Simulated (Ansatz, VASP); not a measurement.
**One calculation of Si, two programs**

The input INCAR:

```
PREC = Accurate
ENCUT = 500
EDIFF = 1E-6
ISMEAR = 0
SIGMA = 0.15
LREAL = False
LASPH = True
NELM = 120
ALGO = Normal
ISIF = 2
LWAVE = False
LCHARG = True
LELF = True
LVHAR = True
NBANDS = 46
GGA_COMPAT = False
```

KPOINTS

```
Automatic mesh
0
Gamma
  7 7 4
```

The input POSCAR:

```
Si
1.0
   -3.2836945321      3.2836945321     -3.2836945321
   -3.2836945321     -3.2836945321      3.2836945321
    0.0000000000     12.0399943714      1.0947837570
Si
16
Direct
    0.2301666528      1.5653496542      0.8011418465
    0.1468166528      0.6486996542      0.3011418465
   -0.5407183700      1.7452020631      0.9489000000
    0.3759316300      0.8285520631      0.4489000000
   -0.0577620858      0.8532783928      0.8466581535
   -0.1411120858      0.9366283928      0.3466581535
    0.1220903231      1.0823933700      0.6989000000
    0.0387403231      0.1657433700      0.1989000000
    0.5216966072      0.6827870858      0.0966581535
   -0.3949533928      0.5994370858      0.5966581535
   -0.5407183700      1.3362346769      0.9489000000
    0.3759316300      0.4195846769      0.4489000000
    0.8096253458      0.3948583472      0.0511418465
   -0.1070246542      1.3115083472      0.5511418465
   -0.2868770631      1.0823933700      0.6989000000
    0.6297729369      0.1657433700      0.1989000000
```

Input for Ansatz:

```yaml
crystal:
  lattice:
    - [-3.2836945321, 3.2836945321, -3.2836945321]
    - [-3.2836945321, -3.2836945321, 3.2836945321]
    - [0.0, 12.0399943714, 1.094783757]
  atoms:
    - { symbol: Si, position: [0.2301666528, 1.5653496542, 0.8011418465] }
    - { symbol: Si, position: [0.1468166528, 0.6486996542, 0.3011418465] }
    - { symbol: Si, position: [-0.54071837, 1.7452020631, 0.9489] }
    - { symbol: Si, position: [0.37593163, 0.8285520631, 0.4489] }
    - { symbol: Si, position: [-0.0577620858, 0.8532783928, 0.8466581535] }
    - { symbol: Si, position: [-0.1411120858, 0.9366283928, 0.3466581535] }
    - { symbol: Si, position: [0.1220903231, 1.08239337, 0.6989] }
    - { symbol: Si, position: [0.0387403231, 0.16574337, 0.1989] }
    - { symbol: Si, position: [0.5216966072, 0.6827870858, 0.0966581535] }
    - { symbol: Si, position: [-0.3949533928, 0.5994370858, 0.5966581535] }
    - { symbol: Si, position: [-0.54071837, 1.3362346769, 0.9489] }
    - { symbol: Si, position: [0.37593163, 0.4195846769, 0.4489] }
    - { symbol: Si, position: [0.8096253458, 0.3948583472, 0.0511418465] }
    - { symbol: Si, position: [-0.1070246542, 1.3115083472, 0.5511418465] }
    - { symbol: Si, position: [-0.2868770631, 1.08239337, 0.6989] }
    - { symbol: Si, position: [0.6297729369, 0.16574337, 0.1989] }
basis:
  ecutwfc: 420
kpoints:
  mp_grid: { grid: [7, 7, 4] }
hamiltonian:
  xc: lda
scf:
  occupations: { method: gaussian, width: 0.15 }
output:
  forces: true
  stress: true
  eigenvalues: true
```

Alike in both runs: task single point; functional LDA; k mesh 7 × 7 × 4; occupations gaussian, width 0.15 eV; no spin polarisation.

```csv
,VASP,Ansatz
version,VASP 6.6.1,Ansatz 0.2.0
potentials or method,"VASP PAW LDA potentials, release 64 (Si), cutoff 500 eV","scalar-relativistic, plane waves, PAW"
valence electrons in the cell,64,64
```

Ansatz gave:

- gap on the k mesh at the Fermi level (eV): none
- pressure (GPa): 2.7
- traceless stress, the component that is largest in VASP (GPa): -3.28
- rms of the force components (eV/Å): 1.813

**Question.** Estimate VASP's values.

**Answer.** gap on the k mesh at the Fermi level (eV): none; pressure (GPa): 2.8; traceless stress, the component that is largest in VASP (GPa): -3.29; rms of the force components (eV/Å): 1.806.

LDA's correlation is that of Perdew and Zunger in VASP and of Perdew and Wang (1992) in Ansatz. Atom by atom the forces differ by 0.008 eV/Å (rms over components). A gap of «none» marks a metal or a gap that the smearing closes.
